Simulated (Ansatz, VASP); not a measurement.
# One calculation of Eu, two programs

Contents of INCAR:

```
PREC = Accurate
ENCUT = 520
EDIFF = 1E-7
ISMEAR = -1
SIGMA = 0.05
LREAL = F
LASPH = T
NELM = 150
ALGO = Normal
ISIF = 2
LWAVE = F
LCHARG = F
ISPIN = 2
MAGMOM = 7
LORBIT = 11
LMAXMIX = 6
GGA = PE
NBANDS = 18
```

File KPOINTS:

```
regular mesh
0
Gamma
  11 11 11
```

File POSCAR:

```
Eu
1.0
    3.4929783778      0.0000000000      0.0000000000
    0.0000000000      3.4929783778      0.0000000000
    0.0000000000      0.0000000000      3.4929783778
Eu
1
Direct
    0.0000000000      0.0000000000      0.0000000000
```

Input for Ansatz:

```yaml
crystal:
  lattice:
    - [3.4929783778, 0.0, 0.0]
    - [0.0, 3.4929783778, 0.0]
    - [0.0, 0.0, 3.4929783778]
  atoms:
    - { symbol: Eu, position: [0.0, 0.0, 0.0], spin: 7.0 }
magnetization:
  spin_polarized: true
kpoints:
  mp_grid: { grid: [11, 11, 11] }
scf:
  occupations: { method: fermi_dirac, width: 0.05 }
hamiltonian:
  xc: pbe
  pseudopotentials:
    kind: all_electron
    lapw: { basis_error: 0.0005 }
    dirac_shells: { Eu: ["4p", "3d"] }
output:
  forces: true
  stress: true
  eigenvalues: true
```

Alike in both runs: task single point; functional PBE; k mesh 11 × 11 × 11; occupations fermi-dirac, width 0.05 eV; collinear spin.

```csv
,VASP,Ansatz
version,VASP 6.6.1,Ansatz 0.2.0
potentials or method,"VASP PAW PBE potentials, release 64 (Eu), cutoff 520 eV","all-electron LAPW, scalar-relativistic"
```

|  | VASP | Ansatz | Ansatz less VASP |
| --- | --- | --- | --- |
| pressure (GPa) | -0.2 | 0.1 | +0.29 |
| net moment per atom (μB) | 7.19 | 7.18 | -0.011 |
| size of the moment on the site where the two differ most (μB) | 6.69 | 7.06 | +0.365 |

Site moments also hang on the region over which each program counts them. Ansatz ran all-electron here, and VASP with PAW potentials.

Neither program's run includes spin-orbit coupling.
